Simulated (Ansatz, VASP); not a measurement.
# Two plane-wave programs on MnFe2N2

```
Mn Fe N
1.0
     2.88916    0.00000    0.00000
    -1.44458    2.50209    0.00000
     0.00000    0.00000    6.26850
Mn Fe N
1 2 2
Direct
  0.00000 0.00000 0.50000
  0.66667 0.33333 0.16767
  0.33333 0.66667 0.83233
  0.66667 0.33333 0.70572
  0.33333 0.66667 0.29428
```

Alike in both runs: functional PBE; k mesh 12 × 12 × 6; occupations gaussian, width 0.1 eV; collinear spin.

Ansatz relaxed the structure, and its values are those at the end. VASP's run is a single point on that final structure, the one shown.

```csv
,VASP,Ansatz
version,VASP 6.6.1,Ansatz 0.2.0
potentials or method,"VASP PAW PBE potentials, release 64 (Mn_pv, Fe, N), cutoff 520 eV","scalar-relativistic, plane waves, PAW"
valence electrons in the cell,39,57
```

Ansatz gave:

| Property | Result |
| --- | --- |
| gap on the k mesh at the Fermi level (eV) | none |
| pressure (GPa) | 0.0 |
| rms of the force components (eV/Å) | 0.004 |
| net moment per atom (μB) | 0.54 |
| size of the moment on the site where the two differ most (μB) | 2.36 |

Estimate VASP's values.

gap on the k mesh at the Fermi level (eV): none; pressure (GPa): 1.7; rms of the force components (eV/Å): 0.062; net moment per atom (μB): 0.54; size of the moment on the site where the two differ most (μB): 2.55.

Site moments also hang on the region over which each program counts them. A gap of «none» marks a metal or a gap that the smearing closes. The functional is the same, so the differences come from potentials, cutoffs and numerics. VASP's potentials hold 39 valence electrons a cell and Ansatz's 57, so a difference there can come from the potentials and not from the codes.
